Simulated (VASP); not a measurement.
# SnO (P4/nmm) in VASP: notebook

Runs on SnO. Level: PBEsol+D3(BJ). Tasks: single point.

All numbers are computed with VASP 6.6.1; they aren't measurements. Logs are shortened: lines on timing, memory, paths and dates and some standing lists are left out, and cuts for length are marked.

## (1) The cell of the first run

The structure is tetragonal, space group P4/nmm (No. 129). Conventional cell: a = 3.707 Å, b = 3.707 Å, c = 4.957 Å, α = 90.00°, β = 90.00°, γ = 90.00°. Within 2.9 Å of Sn (site symmetry 4mm) lie 4 O at 2.20 Å. O (site symmetry -4m2) has 4 Sn at 2.20 Å and 4 O at 2.62 Å within 2.9 Å.

## (2) Single point, PBEsol+D3(BJ) (strain -0.025 along x and y, +0.025 along z)

Contents of INCAR:

```
ALGO = Normal
EDIFF = 1E-6
ENCUT = 520
GGA = PS
ISIF = 2
ISMEAR = 0
IVDW = 12
LASPH = True
LCHARG = False
LREAL = False
LWAVE = False
NBANDS = 28
NELM = 100
PREC = Accurate
SIGMA = 0.15
```

Contents of KPOINTS:

```
k-points
0
Gamma
  12 12 10
```

Contents of POSCAR:

```
SnO
1.0
    3.7069500000      0.0000000000      0.0000000000
    0.0000000000      3.7069500000      0.0000000000
    0.0000000000      0.0000000000      4.9569000000
Sn O
2 2
Direct
    0.0000000000      0.5000000000      0.2385000000
    0.5000000000      0.0000000000      0.7615000000
    0.0000000000      0.0000000000      0.0000000000
    0.5000000000      0.5000000000      0.0000000000
```

Potentials or basis: VASP PAW PBE potentials, release 64 (Sn_d, O).

Command:

```bash
cat potpaw_PBE.64/Sn_d/POTCAR potpaw_PBE.64/O/POTCAR > POTCAR
mpirun -np 1 vasp_std > vasp.out
```

OUTCAR:

```text
EDIFF = 1E-6
   ENCUT = 520
   GGA = PS
   ISIF = 2
   ISMEAR = 0
   IVDW = 12
   LASPH = True
   LREAL = False
   NELM = 100
   PREC = Accurate
 IVDW          = 12

 ion  position               nearest neighbor table
   1  0.000  0.500  0.239-   3 2.20   4 2.20   3 2.20   4 2.20   2 3.53   2 3.53   2 3.53   2 3.53
                             2 3.69   2 3.69   2 3.69   2 3.69
   2  0.500  0.000  0.761-   3 2.20   4 2.20   4 2.20   3 2.20   1 3.53   1 3.53   1 3.53   1 3.53
                             1 3.69   1 3.69   1 3.69   1 3.69
   3  0.000  0.000  0.000-   1 2.20   2 2.20   1 2.20   2 2.20
   4  0.500  0.500  0.000-   1 2.20   2 2.20   2 2.20   1 2.20

  LATTYP: Found a simple tetragonal cell.
 ALAT       =     3.7069500000
 C/A-ratio  =     1.3371909521

  Lattice vectors:

 A1 = (   3.7069500000,   0.0000000000,   0.0000000000)
 A2 = (   0.0000000000,   3.7069500000,   0.0000000000)
 A3 = (   0.0000000000,   0.0000000000,   4.9569000000)

Analysis of symmetry for initial positions (statically):
=====================================================================
 Subroutine PRICEL returns:
 Original cell was already a primitive cell.

 Routine SETGRP: Setting up the symmetry group for a
 simple tetragonal supercell.

 Subroutine GETGRP returns: Found 16 space group operations
 (whereof  8 operations were pure point group operations)
 out of a pool of 16 trial point group operations.

The static configuration has the point symmetry D_2d.
 The point group associated with its full space group is D_4h.

Analysis of symmetry for dynamics (positions and initial velocities):
=====================================================================
 Subroutine PRICEL returns:
 Original cell was already a primitive cell.

 Routine SETGRP: Setting up the symmetry group for a
 simple tetragonal supercell.

 Subroutine GETGRP returns: Found 16 space group operations
 (whereof  8 operations were pure point group operations)
 out of a pool of 16 trial point group operations.

The dynamic configuration has the point symmetry D_2d.
 The point group associated with its full space group is D_4h.

 Subroutine INISYM returns: Found 16 space group operations
 (whereof  8 operations are pure point group operations),
 and found     1 'primitive' translations

----------------------------------------------------------------------------------------

                                     Primitive cell

  volume of cell :      68.1151

  direct lattice vectors                    reciprocal lattice vectors
     3.706950000  0.000000000  0.000000000     0.269763552  0.000000000  0.000000000
     0.000000000  3.706950000  0.000000000     0.000000000  0.269763552  0.000000000
     0.000000000  0.000000000  4.956900000     0.000000000  0.000000000  0.201738990

  length of vectors
     3.706950000  3.706950000  4.956900000     0.269763552  0.269763552  0.201738990

  position of ions in fractional coordinates (direct lattice)
     0.000000000  0.500000000  0.238500000
     0.500000000  0.000000000  0.761500000
     0.000000000  0.000000000  0.000000000
     0.500000000  0.500000000  0.000000000

  ion indices of the primitive-cell ions
   primitive index   ion index
                 1           1
                 2           2
                 3           3
                 4           4

----------------------------------------------------------------------------------------

 KPOINTS: k-points

Automatic generation of k-mesh.
 Grid dimensions read from file:
 generate k-points for:   12   12   10

 Generating k-lattice:

  Cartesian coordinates                     Fractional coordinates (reciprocal lattice)
     0.022480296  0.000000000  0.000000000     0.083333333  0.000000000  0.000000000
     0.000000000  0.022480296  0.000000000     0.000000000  0.083333333  0.000000000
     0.000000000  0.000000000  0.020173899     0.000000000  0.000000000  0.100000000

  Length of vectors
     0.022480296  0.022480296  0.020173899

  Shift w.r.t. Gamma in fractional coordinates (k-lattice)
[... 56 lines left out ...]
  band No.  band energies     occupation
      1     -14.6107      2.00000
      2     -14.1699      2.00000
      3     -14.1147      2.00000
      4     -14.1102      2.00000
      5     -14.1063      2.00000
      6     -14.0672      2.00000
[... 20 lines left out ...]
     27      14.4998      0.00000
     28      16.6951      0.00000

 k-point     4 :       0.2500    0.0000    0.0000
  band No.  band energies     occupation
      1     -14.5970      2.00000
      2     -14.2752      2.00000
      3     -14.1101      2.00000
      4     -14.1023      2.00000
      5     -14.1006      2.00000
      6     -14.0712      2.00000
[... 20 lines left out ...]
     27      14.7392      0.00000
     28      18.1531      0.00000

 k-point     5 :       0.3333    0.0000    0.0000
  band No.  band energies     occupation
      1     -14.5778      2.00000
      2     -14.3734      2.00000
      3     -14.1033      2.00000
      4     -14.0937      2.00000
      5     -14.0911      2.00000
      6     -14.0752      2.00000
[... 20 lines left out ...]
     27      15.0536      0.00000
     28      17.9227      0.00000

 k-point     6 :       0.4167    0.0000    0.0000
  band No.  band energies     occupation
      1     -14.5503      2.00000
      2     -14.4519      2.00000
      3     -14.0957      2.00000
      4     -14.0873      2.00000
      5     -14.0866      2.00000
      6     -14.0786      2.00000
[... 463 lines left out ...]
      5     -14.0836      2.00000
      6     -14.0767      2.00000
[... 20 lines left out ...]
     27      14.8564      0.00000
     28      15.5452      0.00000

 k-point    22 :       0.5000    0.2500    0.0000
  band No.  band energies     occupation
      1     -14.5559      2.00000
      2     -14.5559      2.00000
      3     -14.0858      2.00000
      4     -14.0858      2.00000
      5     -14.0797      2.00000
      6     -14.0797      2.00000
[... 20 lines left out ...]
     27      15.1525      0.00000
     28      15.1525      0.00000

 k-point    23 :       0.3333    0.3333    0.0000
  band No.  band energies     occupation
      1     -14.5938      2.00000
      2     -14.5150      2.00000
      3     -14.0878      2.00000
      4     -14.0876      2.00000
      5     -14.0855      2.00000
      6     -14.0689      2.00000
[... 20 lines left out ...]
     27      14.7033      0.00000
     28      15.5473      0.00000

 k-point    24 :       0.4167    0.3333    0.0000
  band No.  band energies     occupation
      1     -14.5926      2.00000
      2     -14.5543      2.00000
      3     -14.0920      2.00000
      4     -14.0905      2.00000
      5     -14.0728      2.00000
      6     -14.0614      2.00000
[... 20 lines left out ...]
     27      14.9337      0.00000
     28      15.2552      0.00000

 [... further k-points ...]

------------------------ aborting loop because EDIFF is reached ----------------------------------------

 Edisp (eV)   -0.88738

 E8    (eV) :    -0.5871

  FORCE on cell =-STRESS in cart. coord.  units (eV):
  Direction    XX          YY          ZZ          XY          YZ          ZX
  --------------------------------------------------------------------------------------
  -------------------------------------------------------------------------------------
  Total       1.34165     1.34165    -0.80522     0.00000     0.00000     0.00000
  in kB      31.55780    31.55780   -18.93998     0.00000     0.00000     0.00000
  external pressure =       14.73 kB  Pullay stress =        0.00 kB

 VOLUME and BASIS-vectors are now :
 -----------------------------------------------------------------------------
  energy-cutoff  :      520.00
  volume of cell :       68.12
      direct lattice vectors                 reciprocal lattice vectors
     3.706950000  0.000000000  0.000000000     0.269763552  0.000000000  0.000000000
     0.000000000  3.706950000  0.000000000     0.000000000  0.269763552  0.000000000
     0.000000000  0.000000000  4.956900000     0.000000000  0.000000000  0.201738990

 POSITION                                       TOTAL-FORCE (eV/Angst)
 -----------------------------------------------------------------------------------
      0.00000      1.85347      1.18222         0.000000      0.000000      0.277364
      1.85347      0.00000      3.77468        -0.000000      0.000000     -0.277364
      0.00000      0.00000      0.00000         0.000000      0.000000      0.000000
      1.85347      1.85347      0.00000        -0.000000      0.000000      0.000000
 -----------------------------------------------------------------------------------
    total drift:                                0.000000      0.000000      0.000000

  FREE ENERGIE OF THE ION-ELECTRON SYSTEM (eV)
  ---------------------------------------------------
  free  energy   TOTEN  =       -25.0383344431 eV

  energy  without entropy=      -25.0357009248  energy(sigma->0) =      -25.03701768
```

Wall time 5.7 min (1 thread of Intel Xeon Platinum 8259CL at 2.50GHz (Skylake/Cascade Lake), shared host); peak memory 0.37 GiB.

Results:

| Item | Value |
| --- | --- |
| Free energy | -25.0383 eV |
| Pressure | 1.5 GPa |
| Largest force | 0.277 eV/Å |
| Band gap on the k mesh | zero (bands 20 and 21 overlap by 0.30 eV) |
| Dispersion energy per atom | -0.222 eV |

Forces in eV/Å, atoms in the order of the input:
```
Sn   0.000  0.000  0.277
Sn   0.000  0.000 -0.277
O    0.000  0.000  0.000
O    0.000  0.000  0.000
```

Caveat: the cell differs from its parent crystal (strain -0.025 along x and y, +0.025 along z); the stress differs along the axes, from -2 to 3 GPa; semilocal functionals underestimate gaps, and a narrow one can read as zero; the PAW data sets were made with another functional, which shifts forces and pressure a little; spin-orbit coupling is left out, which moves the levels of the heavy elements.

## (3) Single point, PBEsol+D3(BJ) (strain -0.025 along x and y, +0.050 along z)

Contents of INCAR:

```
PREC     = Accurate       # precision mode
ENCUT    = 520            # plane-wave cutoff, eV
EDIFF    = 1E-6           # SCF threshold, eV
ISMEAR   = 0              # smearing method
SIGMA    = 0.15           # smearing width, eV
LREAL    = False          # projectors in reciprocal space
LASPH    = True           # aspherical terms in the spheres
NELM     = 80             # most SCF steps
ALGO     = Normal         # electronic algorithm
ISIF     = 2              # what is computed and relaxed
LWAVE    = False          # write WAVECAR
LCHARG   = True           # write CHGCAR
GGA      = PS             # functional
IVDW     = 12             # dispersion correction
LELF     = True           # ELF
LVHAR    = True         
NBANDS   = 28             # bands
```

Contents of KPOINTS:

```
Automatic mesh
0
Gamma
  12 12 10
```

Edit POSCAR of step 2 so:

```diff
@@ -4,3 +4,3 @@
     0.0000000000      3.7069500000      0.0000000000
-    0.0000000000      0.0000000000      4.9569000000
+    0.0000000000      0.0000000000      5.0778000000
 Sn O
```

Potentials or basis: VASP PAW PBE potentials, release 64 (Sn_d, O).

Command:

```bash
cat potpaw_PBE.64/Sn_d/POTCAR potpaw_PBE.64/O/POTCAR > POTCAR
mpirun -np 1 vasp_std > vasp.out
```

It took 5.2 min on 1 thread of Intel Xeon Platinum 8259CL at 2.50GHz (Skylake/Cascade Lake), shared host; peak memory 0.37 GiB.

It converged, with:

```
Free energy                : -25.0042 eV
Pressure                   : -0.6 GPa
Largest force              : 0.259 eV/Å
Band gap on the k mesh     : zero (bands 20 and 21 overlap by 0.27 eV)
Dispersion energy per atom : -0.216 eV
```

Forces on the atoms (eV/Å):
```
Sn   0.000  0.000 -0.259
Sn   0.000  0.000  0.259
O    0.000  0.000  0.000
O    0.000  0.000  0.000
```

Stress tensor (GPa, compression positive):
```
 1.53  0.00  0.00
 0.00  1.53  0.00
 0.00  0.00 -4.99
```

Levels at points of the mesh, in eV from the Fermi level:
| k point | band 18 | band 19 | band 20 | band 21 | band 22 | band 23 |
| --- | --- | --- | --- | --- | --- | --- |
| (0.00, 0.00, 0.00) | -3.09 | -3.09 | 0.06 | 2.14 | 3.90 | 4.66 |
| (0.50, 0.00, 0.00) | -4.91 | -3.09 | -3.09 | 2.72 | 2.72 | 5.93 |
| (0.50, 0.50, 0.00) | -2.43 | -2.20 | -2.20 | -0.22 | -0.22 | 3.88 |
| (0.00, 0.00, 0.50) | -3.11 | -3.11 | -2.89 | 1.98 | 2.94 | 2.94 |
| (0.50, 0.00, 0.50) | -4.89 | -2.10 | -2.10 | 2.05 | 2.05 | 5.52 |
| (0.50, 0.50, 0.50) | -2.84 | -2.43 | -2.43 | 1.94 | 1.94 | 3.41 |

Caveat: the cell differs from its parent crystal (strain -0.025 along x and y, +0.050 along z); the stress differs along the axes, from -5 to 2 GPa; semilocal functionals underestimate gaps, and a narrow one can read as zero; the PAW data sets were made with another functional, which shifts forces and pressure a little; spin-orbit coupling is left out, which moves the levels of the heavy elements.

## (4) Single point, PBEsol+D3(BJ) (strain +0.000 along x and y, +0.025 along z)

Contents of INCAR:

```
  PREC = Accurate
  ENCUT = 520
  EDIFF = 1E-7
  ISMEAR = 0
  SIGMA = 0.15
  LREAL = F
  LASPH = T
  NELM = 60
  ALGO = Normal
  ISIF = 2
  LWAVE = F
  LCHARG = F
  GGA = PS
  IVDW = 12
  NBANDS = 28
```

KPOINTS is that of step 3.

Contents of POSCAR:

```
SnO
1.0
    3.8020000000      0.0000000000      0.0000000000
    0.0000000000      3.8020000000      0.0000000000
    0.0000000000      0.0000000000      4.9569000000
Sn O
2 2
Direct
    0.0000000000      0.5000000000      0.2385000000
    0.5000000000      0.0000000000      0.7615000000
    0.0000000000      0.0000000000      0.0000000000
    0.5000000000      0.5000000000      0.0000000000
```

Command:

```bash
cat potpaw_PBE.64/Sn_d/POTCAR potpaw_PBE.64/O/POTCAR > POTCAR
mpirun -np 1 vasp_std > vasp.out
```

Wall time 6 min (1 thread of Intel Xeon Platinum 8259CL at 2.50GHz (Skylake/Cascade Lake), shared host); peak memory 0.38 GiB.

The run converged. Its results:

| Quantity | Value |
| --- | --- |
| Free energy | -25.0392 eV |
| Pressure | -3.7 GPa |
| Largest force | 0.316 eV/Å |
| Band gap on the k mesh | zero (bands 20 and 21 overlap by 0.01 eV) |
| Dispersion energy per atom | -0.210 eV |

Forces in eV/Å, atoms in the order of the input:
```
Sn   0.000  0.000 -0.316
Sn   0.000  0.000  0.316
O    0.000  0.000  0.000
O    0.000  0.000  0.000
```

Stress tensor (GPa, compression positive):
```
-3.12  0.00  0.00
 0.00 -3.12  0.00
 0.00  0.00 -4.85
```

Levels at points of the mesh, in eV from the Fermi level:
| k point | band 16 | band 17 | band 18 | band 19 | band 20 | band 21 | band 22 | band 23 | band 24 | band 25 |
| --- | --- | --- | --- | --- | --- | --- | --- | --- | --- | --- |
| (0.00, 0.00, 0.00) | -6.23 | -3.51 | -3.10 | -3.10 | -0.08 | 1.92 | 4.07 | 4.54 | 4.54 | 5.40 |
| (0.50, 0.00, 0.00) | -5.07 | -4.79 | -4.79 | -2.84 | -2.84 | 2.89 | 2.89 | 5.73 | 5.73 | 5.80 |
| (0.50, 0.50, 0.00) | -5.20 | -2.45 | -2.45 | -2.06 | -2.06 | -0.09 | -0.09 | 4.12 | 4.12 | 6.78 |
| (0.00, 0.00, 0.50) | -3.57 | -3.42 | -3.12 | -3.12 | -2.42 | 1.64 | 2.85 | 2.85 | 3.63 | 7.50 |
| (0.50, 0.00, 0.50) | -5.47 | -4.76 | -4.76 | -1.88 | -1.88 | 2.29 | 2.29 | 5.29 | 5.29 | 6.44 |
| (0.50, 0.50, 0.50) | -5.63 | -2.78 | -2.78 | -2.45 | -2.45 | 2.13 | 2.13 | 3.66 | 3.66 | 5.41 |

Caveat: the cell differs from its parent crystal (strain +0.000 along x and y, +0.025 along z); the cell stands under tension; semilocal functionals underestimate gaps, and a narrow one can read as zero; the PAW data sets were made with another functional, which shifts forces and pressure a little; spin-orbit coupling is left out, which moves the levels of the heavy elements.

## (5) Single point, PBEsol+D3(BJ) (strain +0.000 along x and y, +0.050 along z)

Contents of INCAR:

```
  PREC = Accurate
  ENCUT = 520
  EDIFF = 1E-7
  ISMEAR = 0
  SIGMA = 0.15
  LREAL = False
  LASPH = True
  NELM = 100
  ALGO = Normal
  ISIF = 2
  LWAVE = False
  LCHARG = False
  GGA = PS
  IVDW = 12
  NBANDS = 28
```

Contents of KPOINTS:

```
regular mesh
0
Gamma
  12 12 10
```

Edit POSCAR of step 4 so:

```diff
@@ -4,3 +4,3 @@
     0.0000000000      3.8020000000      0.0000000000
-    0.0000000000      0.0000000000      4.9569000000
+    0.0000000000      0.0000000000      5.0778000000
 Sn O
```

Command:

```bash
cat potpaw_PBE.64/Sn_d/POTCAR potpaw_PBE.64/O/POTCAR > POTCAR
mpirun -np 1 vasp_std > vasp.out
```

Wall time 5.8 min (1 thread of Intel Xeon Platinum 8259CL at 2.50GHz (Skylake/Cascade Lake), shared host); peak memory 0.38 GiB.

It converged, with:

```
Free energy                : -24.9735 eV
Pressure                   : -5.3 GPa
Largest force              : 0.781 eV/Å
Band gap on the k mesh     : zero (bands 20 and 21 overlap by 0.01 eV)
Dispersion energy per atom : -0.205 eV
```

Forces on the atoms (eV/Å):
```
Sn   0.000  0.000 -0.781
Sn   0.000  0.000  0.781
O    0.000  0.000  0.000
O    0.000  0.000  0.000
```

Stress tensor (GPa, compression positive):
```
-4.29  0.00  0.00
 0.00 -4.29  0.00
 0.00  0.00 -7.47
```

Levels at points of the mesh, in eV from the Fermi level:
| k point | band 18 | band 19 | band 20 | band 21 | band 22 | band 23 |
| --- | --- | --- | --- | --- | --- | --- |
| (0.00, 0.00, 0.00) | -2.89 | -2.89 | -0.06 | 1.91 | 4.01 | 4.53 |
| (0.50, 0.00, 0.00) | -4.58 | -2.81 | -2.81 | 2.74 | 2.74 | 5.69 |
| (0.50, 0.50, 0.00) | -2.25 | -2.10 | -2.10 | -0.07 | -0.07 | 4.03 |
| (0.00, 0.00, 0.50) | -2.91 | -2.91 | -2.48 | 1.80 | 2.91 | 2.91 |
| (0.50, 0.00, 0.50) | -4.55 | -1.89 | -1.89 | 2.15 | 2.15 | 5.30 |
| (0.50, 0.50, 0.50) | -2.75 | -2.25 | -2.25 | 2.09 | 2.09 | 3.46 |

Caveat: the cell differs from its parent crystal (strain +0.000 along x and y, +0.050 along z); the cell stands under tension; semilocal functionals underestimate gaps, and a narrow one can read as zero; the PAW data sets were made with another functional, which shifts forces and pressure a little; spin-orbit coupling is left out, which moves the levels of the heavy elements.

## (6) The runs side by side

| cell | gap on the mesh (eV) | pressure (GPa) | largest force (eV/Å) |
| --- | --- | --- | --- |
| a = 3.707, b = 3.707, c = 4.957 Å, 4 atoms | none | 1.5 | 0.28 |
| a = 3.707, b = 3.707, c = 5.078 Å, 4 atoms | none | -0.6 | 0.26 |
| a = 3.802, b = 3.802, c = 4.957 Å, 4 atoms | none | -3.7 | 0.32 |
| a = 3.802, b = 3.802, c = 5.078 Å, 4 atoms | none | -5.3 | 0.78 |

Alike in all rows: task single point; level PBEsol+D3(BJ); potentials or basis VASP PAW PBE potentials, release 64 (Sn_d, O); no spin polarisation; k mesh 12 × 12 × 10; cutoff (eV) 520; smearing gaussian 0.15 eV.

Caveats: semilocal functionals underestimate gaps, and a narrow one can read as zero; the PAW data sets were made with another functional, which shifts forces and pressure a little; spin-orbit coupling is left out, which moves the levels of the heavy elements; the cell stands under tension (at least some runs); the stress differs along the axes, from -2 to 3 GPa (at least some runs); the stress differs along the axes, from -5 to 2 GPa (at least some runs).

Absolute energies hang on the potentials; compare differences alone.
